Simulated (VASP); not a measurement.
# Mn (Im-3m) in VASP: electric field gradients with PBE

Aim: the electric field gradients of Mn with PBE.

Everything below comes from runs of VASP 6.6.1. Logs are shortened: lines on timing, memory, paths and dates and some standing lists are left out, and cuts for length are marked.

## (1) The cell of the first run

The structure is cubic, space group Im-3m (No. 229). The conventional cell has a = 3.029 Å, b = 3.029 Å, c = 3.029 Å, α = 90.00°, β = 90.00°, γ = 90.00°. Within 3.5 Å of Mn (site symmetry m-3m) lie 14 Mn at 2.62 to 3.03 Å.

## (2) Electric field gradients, PBE, collinear spin, ferromagnetic start (volume scaled by 0.95)

The input, INCAR:

```
ALGO = Normal
EDIFF = 1E-8
ENCUT = 520
GGA = PE
ISIF = 2
ISMEAR = -1
ISPIN = 2
LASPH = True
LCHARG = False
LEFG = True
LMAXMIX = 4
LORBIT = 11
LREAL = False
LWAVE = False
MAGMOM = 4
NBANDS = 16
NELM = 150
PREC = Accurate
SIGMA = 0.03
```

The input, KPOINTS:

```
k-points
0
Gamma
  19 19 19
```

The input, POSCAR:

```
Mn
1.0
   -1.5143847854      1.5143847854      1.5143847854
    1.5143847854     -1.5143847854      1.5143847854
    1.5143847854      1.5143847854     -1.5143847854
Mn
1
Direct
    0.0000000000      0.0000000000      0.0000000000
```

Potentials or basis: VASP PAW PBE potentials, release 64 (Mn_pv).

Launch:

```sh
$ cat potpaw_PBE.64/Mn_pv/POTCAR > POTCAR
$ mpirun -np 1 vasp_std > vasp.out
```

OUTCAR:

```text
EDIFF = 1E-8
   ENCUT = 520
   GGA = PE
   ISIF = 2
   ISMEAR = -1
   ISPIN = 2
   LASPH = True
   LORBIT = 11
   LREAL = False
   NELM = 150
   PREC = Accurate

 ion  position               nearest neighbor table
   1  0.000  0.000  0.000-

  LATTYP: Found a body centered cubic cell.
 ALAT       =     3.0287695708

  Lattice vectors:

 A1 = (  -1.5143847854,   1.5143847854,   1.5143847854)
 A2 = (   1.5143847854,  -1.5143847854,   1.5143847854)
 A3 = (   1.5143847854,   1.5143847854,  -1.5143847854)

Analysis of symmetry for initial positions (statically):
=====================================================================
 Subroutine PRICEL returns:
 Original cell was already a primitive cell.

 Routine SETGRP: Setting up the symmetry group for a
 body centered cubic supercell.

 Subroutine GETGRP returns: Found 48 space group operations
 (whereof 48 operations were pure point group operations)
 out of a pool of 48 trial point group operations.

The static configuration has the point symmetry O_h .

Analysis of symmetry for dynamics (positions and initial velocities):
=====================================================================
 Subroutine PRICEL returns:
 Original cell was already a primitive cell.

 Routine SETGRP: Setting up the symmetry group for a
 body centered cubic supercell.

 Subroutine GETGRP returns: Found 48 space group operations
 (whereof 48 operations were pure point group operations)
 out of a pool of 48 trial point group operations.

The dynamic configuration has the point symmetry O_h .

Analysis of structural, dynamic, and magnetic symmetry:
=====================================================================
 Subroutine PRICEL returns:
 Original cell was already a primitive cell.

 Routine SETGRP: Setting up the symmetry group for a
 body centered cubic supercell.

 Subroutine GETGRP returns: Found 48 space group operations
 (whereof 48 operations were pure point group operations)
 out of a pool of 48 trial point group operations.

The overall configuration has the point symmetry O_h .

 Subroutine INISYM returns: Found 48 space group operations
 (whereof 48 operations are pure point group operations),
 and found     1 'primitive' translations

----------------------------------------------------------------------------------------

                                     Primitive cell

  volume of cell :      13.8921

  direct lattice vectors                    reciprocal lattice vectors
    -1.514384785  1.514384785  1.514384785     0.000000000  0.330167078  0.330167078
     1.514384785 -1.514384785  1.514384785     0.330167078  0.000000000  0.330167078
     1.514384785  1.514384785 -1.514384785     0.330167078  0.330167078  0.000000000

  length of vectors
     2.622991391  2.622991391  2.622991391     0.466926760  0.466926760  0.466926760

  position of ions in fractional coordinates (direct lattice)
     0.000000000  0.000000000  0.000000000

  ion indices of the primitive-cell ions
   primitive index   ion index
                 1           1

----------------------------------------------------------------------------------------

 KPOINTS: k-points

Automatic generation of k-mesh.
 Grid dimensions read from file:
 generate k-points for:   19   19   19

 Generating k-lattice:

  Cartesian coordinates                     Fractional coordinates (reciprocal lattice)
     0.000000000  0.017377215  0.017377215     0.052631579  0.000000000  0.000000000
     0.017377215  0.000000000  0.017377215     0.000000000  0.052631579  0.000000000
     0.017377215  0.017377215  0.000000000     0.000000000  0.000000000  0.052631579

  Length of vectors
     0.024575093  0.024575093  0.024575093

  Shift w.r.t. Gamma in fractional coordinates (k-lattice)
     0.000000000  0.000000000  0.000000000

 Subroutine IBZKPT returns following result:
 ===========================================

 Found    220 irreducible k-points:

 Following reciprocal coordinates:
            Coordinates               Weight
  0.000000  0.000000  0.000000      1.000000
  0.052632  0.000000  0.000000     12.000000
  0.105263  0.000000  0.000000     12.000000
  0.157895  0.000000  0.000000     12.000000
  0.210526  0.000000  0.000000     12.000000
  0.263158  0.000000  0.000000     12.000000
[... 16 lines left out ...]
  0.263158  0.105263 -0.000000     48.000000
  0.315789  0.105263 -0.000000     48.000000
 [... further k-points ...]
   k-points           NKPTS =    220   k-points in BZ     NKDIM =    220   number of bands    NBANDS=     16
   number of dos      NEDOS =    301   number of ions     NIONS =      1
   total plane-waves  NPLWV =   8000
   dimension x,y,z NGX =    20 NGY =   20 NGZ =   20
   dimension x,y,z NGXF=    40 NGYF=   40 NGZF=   40
   ions per type =               1
   NGX,Y,Z   is equivalent  to a cutoff of  12.68, 12.68, 12.68 a.u.
   NGXF,Y,Z  is equivalent  to a cutoff of  25.35, 25.35, 25.35 a.u.
 SYSTEM =  unknown system
   PREC   = accura    normal or accurate (medium, high low for compatibility)
   ISTART =      0    job   : 0-new  1-cont  2-samecut
   ICHARG =      2    charge: 1-file 2-atom 10-const
   ISPIN  =      2    spin polarized calculation?
   LNONCOLLINEAR =      F non collinear calculations
   LSORBIT =      F    spin-orbit coupling
   LASPH  =      T    aspherical Exc in radial PAW
   ENCUT  =  520.0 eV  38.22 Ry    6.18 a.u.   4.88  4.88  4.88*2*pi/ulx,y,z
   NELM   =    150;   NELMIN=  2; NELMDL= -5     # of ELM steps
   EDIFF  = 0.1E-07   stopping-criterion for ELM
   LREAL  =      F    real-space projection
   EDIFFG = 0.1E-06   stopping-criterion for IOM
   NSW    =      0    number of steps for IOM
   IBRION =     -1    ionic relax: 0-MD 1-quasi-New 2-CG
   NFREE  =      0    steps in history (QN), initial steepest desc. (CG)
   ISIF   =      2    stress and relaxation
   ISYM   =      2    0-nonsym 1-usesym 2-fastsym
   POTIM  = 0.5000    time-step for ionic-motion
   TEBEG  =    0.0;   TEEND  =   0.0 temperature during run
   PSTRESS=    0.0 pullay stress
   NELECT =      13.0000    total number of electrons
   NUPDOWN=      -1.0000    fix difference up-down
   EMIN   =  10.00;   EMAX   =-10.00  energy-range for DOS
   EFERMI =   0.00;   METHOD = LEGACY
   ISMEAR =    -1;   SIGMA  =   0.03  broadening in eV -4-tet -1-fermi 0-gaus
   EFERMI_NEDOS =   21; number of points for ismear=-14 and -15
   IALGO  =     38    algorithm
   IMIX   =      4    mixing-type and parameters
     AMIX     =   0.40;   BMIX     =  1.00
     AMIX_MAG =   1.60;   BMIX_MAG =  1.00
  volume/ion in A,a.u.               =      13.89        93.75
  Fermi-wavevector in a.u.,A,eV,Ry     =   1.601277  3.025974 34.886522  2.564087
  Thomas-Fermi vector in A             =   2.698280
   LORBIT       =     11    0 simple, 1 ext, 2 COOP (PROOUT), +10 PAW based schemes
   GGA     = PE    functional components
   LHFCALC =     F    Hartree Fock is set to
   AEXX    =    0.0000 exact exchange contribution
   IVDW    =     0    specifies the selected vdW correction
   LEPSILON=     F    determine dielectric tensor
   LRPA    =     F    only Hartree local field effects (RPA)
 spin polarized calculation
  energy-cutoff  :      520.00
  volume of cell :       13.89
 maximum number of plane-waves:       386
   NGX =  9   NGY =  9   NGZ =  9

 number of electron      12.9999988 magnetization       1.2533895

 Free energy of the ion-electron system (eV)
  ---------------------------------------------------
  ext. energy  EPLUGINS =         0.00000000
  ---------------------------------------------------
  free energy    TOTEN  =        -8.46452461 eV

  energy without entropy =       -8.45542034  energy(sigma->0) =       -8.45997247

 E-fermi :   7.2383     XC(G=0): -12.5192

 val. band max:        7.2379625961   @ k =   0.2105   0.1579   0.1053
 cond. band min:       7.2390857147   @ k =   0.2632   0.1053   0.1053
 fundamental gap:      0.0011231186
 Fermi energy:         7.2382976254

 spin component 1

 k-point     1 :       0.0000    0.0000    0.0000
  band No.  band energies     occupation
      1     -41.0567      1.00000
      2     -41.0567      1.00000
      3     -41.0567      1.00000
      4       0.0776      1.00000
      5       5.9918      1.00000
      6       5.9918      1.00000
[... 8 lines left out ...]
     15      36.2953      0.00000
     16      36.2953      0.00000

 k-point     2 :       0.0526    0.0000    0.0000
  band No.  band energies     occupation
      1     -41.0654      1.00000
      2     -41.0596      1.00000
      3     -41.0566      1.00000
      4       0.1783      1.00000
      5       5.9637      1.00000
      6       5.9892      1.00000
[... 8 lines left out ...]
     15      34.6716      0.00000
     16      35.1179      0.00000
[... 387 lines left out ...]
      5       5.3056      1.00000
      6       5.6880      1.00000
[... 8 lines left out ...]
     15      34.6764      0.00000
     16      38.0754      0.00000

 k-point    24 :       0.3158    0.1053   -0.0000
  band No.  band energies     occupation
      1     -41.3175      1.00000
      2     -41.1523      1.00000
      3     -41.0686      1.00000
      4       3.5649      1.00000
      5       5.1887      1.00000
      6       5.9755      1.00000
[... 8 lines left out ...]
     15      35.3301      0.00000
     16      38.1803      0.00000

 [... further k-points ...]

 spin component 2

 k-point     1 :       0.0000    0.0000    0.0000
  band No.  band energies     occupation
      1     -39.6248      1.00000
      2     -39.6248      1.00000
      3     -39.6248      1.00000
      4       0.1858      1.00000
      5       6.9998      0.99965
      6       6.9998      0.99965
[... 8 lines left out ...]
     15      36.9268      0.00000
     16      36.9268      0.00000

 k-point     2 :       0.0526    0.0000    0.0000
  band No.  band energies     occupation
      1     -39.6341      1.00000
      2     -39.6279      1.00000
      3     -39.6248      1.00000
      4       0.2868      1.00000
      5       6.9683      0.99988
      6       6.9950      0.99970
[... 8 lines left out ...]
     15      35.1435      0.00000
     16      35.4342      0.00000
[... 387 lines left out ...]
      5       6.2364      1.00000
      6       6.5477      1.00000
[... 8 lines left out ...]
     15      34.9002      0.00000
     16      39.6742      0.00000

 k-point    24 :       0.3158    0.1053   -0.0000
  band No.  band energies     occupation
      1     -39.9025      1.00000
      2     -39.7260      1.00000
      3     -39.6376      1.00000
      4       4.0192      1.00000
      5       6.1024      1.00000
      6       6.6973      1.00000
[... 8 lines left out ...]
     15      35.5235      0.00000
     16      40.1429      0.00000

 [... further k-points ...]
[... 5 lines left out ...]
  --------------------------------------------------------------------------------------
  -------------------------------------------------------------------------------------
  Total       -2.9442981     -2.9442981     -2.9442981     -0.0000000      0.0000000      0.0000000
  in kB     -339.5655805   -339.5655805   -339.5655805     -0.0000000      0.0000000      0.0000000
  external PRESSURE =    -339.5655805 kB  Pullay stress =       0.0000000 kB

 VOLUME and BASIS-vectors are now :
 -----------------------------------------------------------------------------
  energy-cutoff  :      520.00
  volume of cell :       13.89
      direct lattice vectors                 reciprocal lattice vectors
    -1.514384785  1.514384785  1.514384785     0.000000000  0.330167078  0.330167078
     1.514384785 -1.514384785  1.514384785     0.330167078  0.000000000  0.330167078
     1.514384785  1.514384785 -1.514384785     0.330167078  0.330167078  0.000000000

 POSITION                                       TOTAL-FORCE (eV/Angst)
 -----------------------------------------------------------------------------------
      0.00000      0.00000      0.00000         0.000000     -0.000000      0.000000
 -----------------------------------------------------------------------------------
    total drift:                                0.000000     -0.000000      0.000000

  FREE ENERGIE OF THE ION-ELECTRON SYSTEM (eV)
  ---------------------------------------------------
  free  energy   TOTEN  =        -8.4645246089 eV

  energy  without entropy=       -8.4554203384  energy(sigma->0) =       -8.45997247

 Electric field gradients (V/A^2)
---------------------------------------------------------------------
 ion       V_xx      V_yy      V_zz      V_xy      V_xz      V_yz
---------------------------------------------------------------------
   1       0.000     0.000     0.000    -0.003    -0.003    -0.003
---------------------------------------------------------------------

 Electric field gradients after diagonalization (V/A^2)
 (convention: |V_zz| > |V_xx| > |V_yy|)
----------------------------------------------------------------------
 ion       V_xx      V_yy      V_zz     asymmetry (V_yy - V_xx)/ V_zz
----------------------------------------------------------------------
   1       0.003     0.003    -0.007       0.000
----------------------------------------------------------------------

           NMR quadrupolar parameters

 Cq : quadrupolar parameter    Cq=e*Q*V_zz/h
 eta: asymmetry parameters     (V_yy - V_xx)/ V_zz
 Q  : nuclear electric quadrupole moment in mb (millibarn)
----------------------------------------------------------------------
 ion       Cq(MHz)       eta       Q (mb)
----------------------------------------------------------------------
   1      -0.000       0.000       1.000
----------------------------------------------------------------------

 total charge

# of ion       s       p       d       tot
------------------------------------------
    1        0.334   6.257   4.992  11.583

 magnetization (x)

# of ion       s       p       d       tot
------------------------------------------
    1       -0.007  -0.019   1.298   1.273
```

Run time: 3.8 min. Hardware: 1 thread of Intel Xeon Platinum 8259CL at 2.50GHz (Skylake/Cascade Lake), shared host; peak memory 0.18 GiB.

Results:

* Free energy: -8.4645 eV
* Pressure: -34.0 GPa
* Net moment: 1.25 μB per cell
* Site moments: Mn +1.27 μB
* Valence electrons inside the program's atomic spheres: Mn 11.58

Caveat: without QUAD_EFG the Cq values of the log hold for a quadrupole moment of 1 mb, not for the nuclei; the moment fell far below its start of 4 μB, so a state of higher moment may lie lower in energy.
